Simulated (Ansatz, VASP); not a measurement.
# One calculation of Cs3K4Cl, two programs

```xyz
8
Lattice="6.9946 0.0000 0.0000 0.0000 6.9946 0.0000 0.0000 0.0000 6.9946" Properties=species:S:1:pos:R:3 pbc="T T T"
K     0.0000    0.0000    0.0000
K     3.4973    3.4973    0.0000
K     3.4973    0.0000    3.4973
K     0.0000    3.4973    3.4973
Cs    0.0000    3.4973    0.0000
Cs    0.0000    0.0000    3.4973
Cs    3.4973    0.0000    0.0000
Cl    3.4973    3.4973    3.4973
```

Alike in both runs: task single point; functional PBE; k mesh 5 × 5 × 5; no spin polarisation.

```csv
,VASP,Ansatz
version,VASP 6.6.1,Ansatz 0.2.0
potentials or method,"VASP PAW PBE potentials, release 64 (K_sv, Cs_sv, Cl), cutoff 520 eV",PAW plane waves
occupations,"fermi-dirac, width 0.1 eV",fermi-dirac
valence electrons in the cell,70,70
```

|  | VASP | Ansatz | Ansatz less VASP |
| --- | --- | --- | --- |
| pressure (GPa) | 4.2 | 4.2 | -0.02 |

Neither program's run includes spin-orbit coupling.
